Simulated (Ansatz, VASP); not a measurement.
# Two plane-wave programs on C

```
C
1.0
     0.00000    1.78337    1.78337
     1.78337    0.00000    1.78337
     1.78337    1.78337    0.00000
C
2
Direct
  0.75000 0.75000 0.75000
  0.50000 0.50000 0.50000
```

Alike in both runs: task single point; functional r2SCAN; dispersion D4; k mesh 13 × 13 × 13; occupations fermi-dirac, width 0.05 eV; no spin polarisation.

|  | VASP | Ansatz |
| --- | --- | --- |
| version | VASP 6.6.1 | Ansatz 0.2.0 |
| potentials or method | VASP PAW PBE potentials, release 64 (C_h) | Ansatz PAW |
| plane-wave cutoff (eV) | 1430 | 500 |
| valence electrons in the cell | 8 | 8 |

```tsv
	VASP	Ansatz	Ansatz less VASP
gap on the k mesh at the Fermi level (eV)	4.37	4.36	-0.002
least direct gap on the mesh (eV)	5.88	5.88	+0.001
pressure (GPa)	-5.2	-4.6	+0.63
```

VASP's potentials were made for PBE, not for r2SCAN.

Noted on Ansatz's run: odd divisions of the mesh miss points on the zone boundary, where band edges often lie, so the gap on the mesh can be too wide.
